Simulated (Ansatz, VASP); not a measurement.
# SiO2: VASP beside Ansatz

```
Si O
1.0
     0.00000    4.71626    7.36278
     2.35958    0.00000    7.36278
     2.35958    4.71626    0.00000
Si O
4 8
Cartesian
  3.5394 7.0744 8.2872
  2.3596 4.7163 4.6058
  2.3596 4.7163 10.1198
  3.5394 7.0744 13.8011
  1.7697 5.8953 5.5221
  1.7697 3.5372 9.2035
  2.9495 5.8953 9.2035
  2.9495 3.5372 5.5221
  2.3596 1.7270 7.3628
  2.3596 7.7055 7.3628
  1.1798 4.0851 3.6814
  1.1798 0.6311 3.6814
```

Alike in both runs: functional PBE; k mesh 6 × 6 × 6; occupations gaussian, width 0.02 eV; no spin polarisation.

Ansatz relaxed the structure, and its values are those at the end. VASP's run is a single point on that final structure, the one shown.

```csv
,VASP,Ansatz
version,VASP 6.6.1,Ansatz 0.2.0
potentials or method,"VASP PAW PBE potentials, release 64 (Si, O), cutoff 520 eV","scalar-relativistic, plane waves, PAW"
valence electrons in the cell,64,64
```

|  | VASP | Ansatz | Ansatz less VASP |
| --- | --- | --- | --- |
| gap on the k mesh at the Fermi level (eV) | 5.76 | 5.76 | -0.001 |
| least direct gap on the mesh (eV) | 5.76 | 5.76 | -0.001 |
| pressure (GPa) | 3.4 | 3.3 | -0.12 |
| rms of the force components (eV/Å) | 0.012 | 0.000 | -0.0122 |

The functional is the same, so the differences come from potentials, cutoffs and numerics. Ansatz's warnings: stress scf threshold loose.
